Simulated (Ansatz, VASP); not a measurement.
**Two plane-wave programs on ZnS**

The input INCAR:

```
SYSTEM = ZnS
ALGO     = Normal         ! electronic algorithm
EDIFF    = 1E-6           ! SCF threshold, eV
ENCUT    = 520            ! plane-wave cutoff, eV
GGA      = PE             ! functional
ISIF     = 2              ! what is computed and relaxed
ISMEAR   = 0              ! smearing method
LASPH    = .TRUE.         ! aspherical terms in the spheres
LCHARG   = .FALSE.        ! write CHGCAR
LREAL    = .FALSE.        ! projectors in reciprocal space
LWAVE    = .FALSE.        ! write WAVECAR
NBANDS   = 26             ! bands
NELM     = 100            ! most SCF steps
PREC     = Accurate       ! precision mode
SIGMA    = 0.05           ! smearing width, eV
```

Contents of KPOINTS:

```
k-points
0
G
  12 12 6
  0 0 0
```

File POSCAR:

```
ZnS
1.0
    3.6585588303      0.0000000000      0.0000000000
   -1.8292794152      3.1684048883      0.0000000000
    0.0000000000      0.0000000000      5.9846400000
Zn S
2 2
Direct
    0.3333333333      0.6666666667      0.0000000000
    0.6666666667      0.3333333333      0.5000000000
    0.3333333333      0.6666666667      0.3850000000
    0.6666666667      0.3333333333      0.8850000000
```

Input for Ansatz:

```yaml
crystal:
  lattice:
    - [3.6585588303, 0.0, 0.0]
    - [-1.8292794152, 3.1684048883, 0.0]
    - [0.0, 0.0, 5.98464]
  atoms:
    - { symbol: Zn, position: [0.3333333333, 0.6666666667, 0.0] }
    - { symbol: Zn, position: [0.6666666667, 0.3333333333, 0.5] }
    - { symbol: S, position: [0.3333333333, 0.6666666667, 0.385] }
    - { symbol: S, position: [0.6666666667, 0.3333333333, 0.885] }
basis:
  ecutwfc: 420
kpoints:
  mp_grid: { grid: [12, 12, 6] }
hamiltonian:
  xc: pbe
scf:
  occupations: { method: gaussian, width: 0.05 }
output:
  forces: true
  stress: true
  eigenvalues: true
```

Change from the starting cell: strain -0.040 along x and y, -0.040 along z, atoms carried along.

Alike in both runs: task single point; functional PBE; k mesh 12 × 12 × 6; occupations gaussian, width 0.05 eV; no spin polarisation.

```csv
,VASP,Ansatz
version,VASP 6.6.1,Ansatz 0.2.0
potentials or method,"VASP PAW PBE potentials, release 64 (Zn, S), cutoff 520 eV","scalar-relativistic, plane waves, PAW"
valence electrons in the cell,36,36
```

|  | VASP | Ansatz | Ansatz less VASP |
| --- | --- | --- | --- |
| gap on the k mesh at the Fermi level (eV) | 2.84 | 2.82 | -0.014 |
| least direct gap on the mesh (eV) | 2.84 | 2.82 | -0.014 |
| pressure (GPa) | 15.2 | 14.9 | -0.25 |
| traceless stress, the component that is largest in VASP (GPa) | -2.87 | -2.85 | +0.023 |
| rms of the force components (eV/Å) | 0.285 | 0.283 | -0.0018 |

Atom by atom the forces differ by 0.002 eV/Å (rms over components). With one functional, cell and mesh, what is left measures potentials, basis and numerics.
